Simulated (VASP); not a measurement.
# HfNb3F (Pm-3m) in VASP: a series of runs

Runs on HfNb3F. Level: PBE. Tasks: single point, relaxation of cell and atoms.

All numbers are computed with VASP 6.6.1; they aren't measurements. Logs are shortened: lines on timing, memory, paths and dates and some standing lists are left out, and cuts for length are marked.

## (1) The cell of the first run

It takes space group Pm-3m (No. 221, cubic). The conventional cell has a = 4.405 Å, b = 4.405 Å, c = 4.405 Å, α = 90.00°, β = 90.00°, γ = 90.00°. Within 4.1 Å of Hf (site symmetry m-3m) lie 12 Nb at 3.11 Å and 8 F at 3.81 Å. Nb (site symmetry 4/mmm) has 2 F at 2.20 Å within 2.9 Å. Within 2.9 Å of F (site symmetry m-3m) lie 6 Nb at 2.20 Å.

## (2) Single point, PBE

The input, INCAR:

```
PREC = Accurate ; ENCUT = 600
EDIFF = 1E-6 ; ISMEAR = 0
SIGMA = 0.1 ; LREAL = F
LASPH = T ; NELM = 120
ALGO = Normal ; ISIF = 2
LWAVE = F ; LCHARG = F
GGA = PE ; NBANDS = 36
GGA_COMPAT = F
```

The input, KPOINTS:

```
Automatic mesh
0
Gamma
  4 4 4
```

The input, POSCAR:

```
HfNb3F
1.0
    4.4045688983      0.0000000000      0.0000000000
    0.0000000000      4.4045688983      0.0000000000
    0.0000000000      0.0000000000      4.4045688983
Hf Nb F
1 3 1
Direct
    0.0000000000      0.0000000000      0.0000000000
    0.0000000000      0.5000000000      0.5000000000
    0.5000000000      0.0000000000      0.5000000000
    0.5000000000      0.5000000000      0.0000000000
    0.5000000000      0.5000000000      0.5000000000
```

Potentials or basis: VASP PAW PBE potentials, release 64 (Hf_pv, Nb_sv, F).

The run is started by

```console
$ cat potpaw_PBE.64/Hf_pv/POTCAR potpaw_PBE.64/Nb_sv/POTCAR potpaw_PBE.64/F/POTCAR > POTCAR
$ mpirun -np 1 vasp_std > vasp.out
```

OUTCAR:

```text
PREC = Accurate
   ENCUT = 600
   EDIFF = 1E-6
   ISMEAR = 0
   LREAL = F
   LASPH = T
   NELM = 120
   ISIF = 2
   GGA = PE

 ion  position               nearest neighbor table
   1  0.000  0.000  0.000-   2 3.11   3 3.11   4 3.11   2 3.11   3 3.11   2 3.11   4 3.11   2 3.11
                             3 3.11   4 3.11   3 3.11   4 3.11
   2  0.000  0.500  0.500-   5 2.20   5 2.20   1 3.11   1 3.11   1 3.11   1 3.11
   3  0.500  0.000  0.500-   5 2.20   5 2.20   1 3.11   1 3.11   1 3.11   1 3.11
   4  0.500  0.500  0.000-   5 2.20   5 2.20   1 3.11   1 3.11   1 3.11   1 3.11
   5  0.500  0.500  0.500-   2 2.20   3 2.20   4 2.20   4 2.20   3 2.20   2 2.20

  LATTYP: Found a simple cubic cell.
 ALAT       =     4.4045688983

  Lattice vectors:

 A1 = (   4.4045688983,   0.0000000000,   0.0000000000)
 A2 = (   0.0000000000,   4.4045688983,   0.0000000000)
 A3 = (   0.0000000000,   0.0000000000,   4.4045688983)

Analysis of symmetry for initial positions (statically):
=====================================================================
 Subroutine PRICEL returns:
 Original cell was already a primitive cell.

 Routine SETGRP: Setting up the symmetry group for a
 simple cubic supercell.

 Subroutine GETGRP returns: Found 48 space group operations
 (whereof 48 operations were pure point group operations)
 out of a pool of 48 trial point group operations.

The static configuration has the point symmetry O_h .

Analysis of symmetry for dynamics (positions and initial velocities):
=====================================================================
 Subroutine PRICEL returns:
 Original cell was already a primitive cell.

 Routine SETGRP: Setting up the symmetry group for a
 simple cubic supercell.

 Subroutine GETGRP returns: Found 48 space group operations
 (whereof 48 operations were pure point group operations)
 out of a pool of 48 trial point group operations.

The dynamic configuration has the point symmetry O_h .

 Subroutine INISYM returns: Found 48 space group operations
 (whereof 48 operations are pure point group operations),
 and found     1 'primitive' translations

----------------------------------------------------------------------------------------

                                     Primitive cell

  volume of cell :      85.4496

  direct lattice vectors                    reciprocal lattice vectors
     4.404568898  0.000000000  0.000000000     0.227036975  0.000000000  0.000000000
     0.000000000  4.404568898  0.000000000     0.000000000  0.227036975  0.000000000
     0.000000000  0.000000000  4.404568898     0.000000000  0.000000000  0.227036975

  length of vectors
     4.404568898  4.404568898  4.404568898     0.227036975  0.227036975  0.227036975

  position of ions in fractional coordinates (direct lattice)
     0.000000000  0.000000000  0.000000000
     0.000000000  0.500000000  0.500000000
     0.500000000  0.000000000  0.500000000
     0.500000000  0.500000000  0.000000000
     0.500000000  0.500000000  0.500000000

  ion indices of the primitive-cell ions
   primitive index   ion index
                 1           1
                 2           2
                 3           3
                 4           4
                 5           5

----------------------------------------------------------------------------------------

 KPOINTS: Automatic mesh

Automatic generation of k-mesh.
 Grid dimensions read from file:
 generate k-points for:    4    4    4

 Generating k-lattice:

  Cartesian coordinates                     Fractional coordinates (reciprocal lattice)
     0.056759244  0.000000000  0.000000000     0.250000000  0.000000000  0.000000000
     0.000000000  0.056759244  0.000000000     0.000000000  0.250000000  0.000000000
     0.000000000  0.000000000  0.056759244     0.000000000  0.000000000  0.250000000

  Length of vectors
     0.056759244  0.056759244  0.056759244

  Shift w.r.t. Gamma in fractional coordinates (k-lattice)
     0.000000000  0.000000000  0.000000000

 Subroutine IBZKPT returns following result:
 ===========================================

 Found     10 irreducible k-points:

 Following reciprocal coordinates:
            Coordinates               Weight
  0.000000  0.000000  0.000000      1.000000
  0.250000  0.000000  0.000000      6.000000
  0.500000  0.000000  0.000000      3.000000
  0.250000  0.250000  0.000000     12.000000
  0.500000  0.250000  0.000000     12.000000
  0.500000  0.500000  0.000000      3.000000
  0.250000  0.250000  0.250000      8.000000
  0.500000  0.250000  0.250000     12.000000
  0.500000  0.500000  0.250000      6.000000
  0.500000  0.500000  0.500000      1.000000
   k-points           NKPTS =     10   k-points in BZ     NKDIM =     10   number of bands    NBANDS=     36
   number of dos      NEDOS =    301   number of ions     NIONS =      5
   total plane-waves  NPLWV =  46656
   dimension x,y,z NGX =    36 NGY =   36 NGZ =   36
   dimension x,y,z NGXF=    72 NGYF=   72 NGZF=   72
   ions per type =               1   3   1
   NGX,Y,Z   is equivalent  to a cutoff of  13.59, 13.59, 13.59 a.u.
   NGXF,Y,Z  is equivalent  to a cutoff of  27.18, 27.18, 27.18 a.u.
 SYSTEM =  unknown system
   PREC   = accura    normal or accurate (medium, high low for compatibility)
   ISTART =      0    job   : 0-new  1-cont  2-samecut
   ICHARG =      2    charge: 1-file 2-atom 10-const
   ISPIN  =      1    spin polarized calculation?
   LNONCOLLINEAR =      F non collinear calculations
   LSORBIT =      F    spin-orbit coupling
   LASPH  =      T    aspherical Exc in radial PAW
   ENCUT  =  600.0 eV  44.10 Ry    6.64 a.u.   8.80  8.80  8.80*2*pi/ulx,y,z
   NELM   =    120;   NELMIN=  2; NELMDL= -5     # of ELM steps
   EDIFF  = 0.1E-05   stopping-criterion for ELM
   LREAL  =      F    real-space projection
   EDIFFG = 0.1E-04   stopping-criterion for IOM
   NSW    =      0    number of steps for IOM
   IBRION =     -1    ionic relax: 0-MD 1-quasi-New 2-CG
   NFREE  =      0    steps in history (QN), initial steepest desc. (CG)
   ISIF   =      2    stress and relaxation
   ISYM   =      2    0-nonsym 1-usesym 2-fastsym
   POTIM  = 0.5000    time-step for ionic-motion
   TEBEG  =    0.0;   TEEND  =   0.0 temperature during run
   PSTRESS=    0.0 pullay stress
   NELECT =      56.0000    total number of electrons
   NUPDOWN=      -1.0000    fix difference up-down
   EMIN   =  10.00;   EMAX   =-10.00  energy-range for DOS
   EFERMI =   0.00;   METHOD = LEGACY
   ISMEAR =     0;   SIGMA  =   0.10  broadening in eV -4-tet -1-fermi 0-gaus
   EFERMI_NEDOS =   21; number of points for ismear=-14 and -15
   IALGO  =     38    algorithm
   IMIX   =      4    mixing-type and parameters
     AMIX     =   0.40;   BMIX     =  1.00
     AMIX_MAG =   1.60;   BMIX_MAG =  1.00
  volume/ion in A,a.u.               =      17.09       115.33
  Fermi-wavevector in a.u.,A,eV,Ry     =   1.422004  2.687198 27.512271  2.022095
  Thomas-Fermi vector in A             =   2.542754
   LORBIT       =      0    0 simple, 1 ext, 2 COOP (PROOUT), +10 PAW based schemes
   GGA     = PE    functional components
   LHFCALC =     F    Hartree Fock is set to
   AEXX    =    0.0000 exact exchange contribution
   IVDW    =     0    specifies the selected vdW correction
   LEPSILON=     F    determine dielectric tensor
   LRPA    =     F    only Hartree local field effects (RPA)
 non-spin polarized calculation
 Gauss-broadening in eV      SIGMA  =   0.10
  energy-cutoff  :      600.00
  volume of cell :       85.45
 maximum number of plane-waves:      2897
 NGX is ok and might be reduce to    36
   NGX = 17   NGY = 17   NGZ = 17

 number of electron      55.9999988 magnetization

 Free energy of the ion-electron system (eV)
  ---------------------------------------------------
  ext. energy  EPLUGINS =         0.00000000
  ---------------------------------------------------
  free energy    TOTEN  =       -42.96744288 eV

  energy without entropy =      -42.94590803  energy(sigma->0) =      -42.95667546

 E-fermi :   9.5009     XC(G=0): -12.0199

 val. band max:        9.4925415166   @ k =   0.5000   0.0000   0.0000
 cond. band min:       9.6085901029   @ k =   0.2500   0.2500   0.0000
 fundamental gap:      0.1160485863
 Fermi energy:         9.5008556914

 k-point     1 :       0.0000    0.0000    0.0000
  band No.  band energies     occupation
      1     -45.8627      2.00000
      2     -45.7347      2.00000
      3     -45.7347      2.00000
      4     -22.4235      2.00000
      5     -22.4235      2.00000
      6     -22.4235      2.00000
[... 28 lines left out ...]
     35      13.1712      0.00000
     36      13.1806      0.00000

 k-point     2 :       0.2500    0.0000    0.0000
  band No.  band energies     occupation
      1     -45.8463      2.00000
      2     -45.7506      2.00000
      3     -45.7345      2.00000
      4     -22.5937      2.00000
      5     -22.3889      2.00000
      6     -22.3889      2.00000
[... 28 lines left out ...]
     35      12.2078      0.00000
     36      12.8930      0.00000

 k-point     3 :       0.5000    0.0000    0.0000
  band No.  band energies     occupation
      1     -45.8203      2.00000
      2     -45.7761      2.00000
      3     -45.7344      2.00000
      4     -22.7569      2.00000
      5     -22.3504      2.00000
      6     -22.3504      2.00000
[... 28 lines left out ...]
     35      11.4605      0.00000
     36      11.6935      0.00000
[... 196 lines left out ...]
 k-point     9 :       0.5000    0.5000    0.2500
  band No.  band energies     occupation
      1     -45.7764      2.00000
      2     -45.7757      2.00000
      3     -45.7757      2.00000
      4     -23.5467      2.00000
      5     -22.1037      2.00000
      6     -21.9862      2.00000
[... 28 lines left out ...]
     35      11.9129      0.00000
     36      12.0974      0.00000

 k-point    10 :       0.5000    0.5000    0.5000
  band No.  band energies     occupation
      1     -45.7756      2.00000
      2     -45.7756      2.00000
      3     -45.7756      2.00000
      4     -23.7374      2.00000
      5     -22.0395      2.00000
      6     -22.0395      2.00000
[... 28 lines left out ...]
     35      12.8884      0.00000
     36      12.8898      0.00000

------------------------ aborting loop because EDIFF is reached ----------------------------------------

  FORCE on cell =-STRESS in cart. coord.  units (eV):
  Direction    XX          YY          ZZ          XY          YZ          ZX
  --------------------------------------------------------------------------------------
  -------------------------------------------------------------------------------------
  Total       -0.0343994     -0.0343994     -0.0343994      0.0000000      0.0000000     -0.0000000
  in kB       -0.6449882     -0.6449882     -0.6449882      0.0000000      0.0000000     -0.0000000
  external PRESSURE =      -0.6449882 kB  Pullay stress =       0.0000000 kB

 VOLUME and BASIS-vectors are now :
 -----------------------------------------------------------------------------
  energy-cutoff  :      600.00
  volume of cell :       85.45
      direct lattice vectors                 reciprocal lattice vectors
     4.404568898  0.000000000  0.000000000     0.227036975  0.000000000  0.000000000
     0.000000000  4.404568898  0.000000000     0.000000000  0.227036975  0.000000000
     0.000000000  0.000000000  4.404568898     0.000000000  0.000000000  0.227036975

 POSITION                                       TOTAL-FORCE (eV/Angst)
 -----------------------------------------------------------------------------------
      0.00000      0.00000      0.00000         0.000000      0.000000      0.000000
      0.00000      2.20228      2.20228         0.000000      0.000000      0.000000
      2.20228      0.00000      2.20228         0.000000      0.000000      0.000000
      2.20228      2.20228      0.00000         0.000000      0.000000      0.000000
      2.20228      2.20228      2.20228         0.000000      0.000000      0.000000
 -----------------------------------------------------------------------------------
    total drift:                                0.000000      0.000000      0.000000

  FREE ENERGIE OF THE ION-ELECTRON SYSTEM (eV)
  ---------------------------------------------------
  free  energy   TOTEN  =       -42.9674428767 eV

  energy  without entropy=      -42.9459080342  energy(sigma->0) =      -42.95667546
```

Run time: 25 s. Hardware: 1 thread of AMD EPYC 9R45 (Zen 5), shared host; peak memory 0.19 GiB.

Results:

| Item | Value |
| --- | --- |
| Free energy | -42.9674 eV |
| Pressure | -0.1 GPa |
| Band gap on the k mesh | zero (band 28 reaches 9.87 eV, above the bottom of band 29 at 8.91 eV) |

Caveat: spin-orbit coupling is left out, which moves the levels of the heavy elements.

(Continued in part 2 of 2.)
